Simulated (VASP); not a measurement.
Write the native input for VASP 6.6.1 that does the following.

* Task: G0W0 quasiparticle levels
* Functional: PBE
* Potentials or basis: VASP PAW PBE potentials, release 64 (Si_GW, C_GW)
* Cutoff: 500 eV
* k mesh: 2 × 2 × 2
* Occupations: gaussian, width 0.01 eV
* Spin: no spin polarisation
* Dipole correction: no
* GW scheme: G0W0
* GW iterations: 1
* Cutoff of the response function: 200
* Frequency points: 48
* Empty bands: 291
* Further INCAR settings: ALGO = EVGW0; EDIFF = 1e-08; NBANDS = 295

SiC:

```
CELL_PARAMETERS angstrom
0.00000 2.17900 2.17900
2.17900 0.00000 2.17900
2.17900 2.17900 0.00000
ATOMIC_POSITIONS crystal
Si 0.00000 0.00000 0.00000
C 0.25000 0.25000 0.25000
```

These files were run (other wordings do the same):

POSCAR

```
SiC
1.0
    0.0000000000      2.1790000000      2.1790000000
    2.1790000000      0.0000000000      2.1790000000
    2.1790000000      2.1790000000      0.0000000000
Si C
1 1
Direct
    0.0000000000      0.0000000000      0.0000000000
    0.2500000000      0.2500000000      0.2500000000
```

INCAR.step1

```
ALGO = Normal
EDIFF = 1E-8
ENCUT = 500
GGA = PE
ISMEAR = 0
LASPH = True
LCHARG = False
LREAL = False
LWAVE = True
NELM = 100
PREC = Accurate
SIGMA = 0.01
```

INCAR.step2

```
ALGO = Exact
EDIFF = 1E-8
ENCUT = 500
GGA = PE
ISMEAR = 0
ISTART = 1
LASPH = True
LCHARG = False
LOPTICS = True
LREAL = False
LWAVE = True
NBANDS = 295
NELM = 1
PREC = Accurate
SIGMA = 0.01
```

INCAR.step3

```
ALGO = EVGW0
EDIFF = 1E-8
ENCUT = 500
ENCUTGW = 200
GGA = PE
ISMEAR = 0
ISTART = 1
LASPH = True
LCHARG = False
LREAL = False
LWAVE = False
NBANDS = 295
NBANDSGW = 12
NELMGW = 1
NOMEGA = 48
PREC = Accurate
PRECFOCK = Fast
SIGMA = 0.01
```

KPOINTS

```
k-points
0
Gamma
  2 2 2
```

Potentials or basis: VASP PAW PBE potentials, release 64 (Si_GW, C_GW).

Run with:

```bash
$ cat potpaw_PBE.64/Si_GW/POTCAR potpaw_PBE.64/C_GW/POTCAR > POTCAR
$ cp INCAR.step1 INCAR
$ mpirun -np 1 vasp_std > vasp.out
$ cp INCAR.step2 INCAR
$ mpirun -np 1 vasp_std > vasp.out
$ cp INCAR.step3 INCAR
$ mpirun -np 1 vasp_std > vasp.out
```

It gave:

The quasiparticle gap is 1.57 eV and the least direct quasiparticle gap is 5.12 eV. The band gap of the starting levels on the mesh is 0.94 eV. The least direct gap of the starting levels on the mesh is 4.30 eV.

Caveat: the k points lie up to 1.25 Å⁻¹ apart; bands, screening cutoff and mesh are small and nothing is extrapolated, so the quasiparticle values aren't converged.

It took 14 s on 1 thread of AMD EPYC 7R13 Processor (Zen 3), with other jobs on the host, peak memory 0.14 GiB.
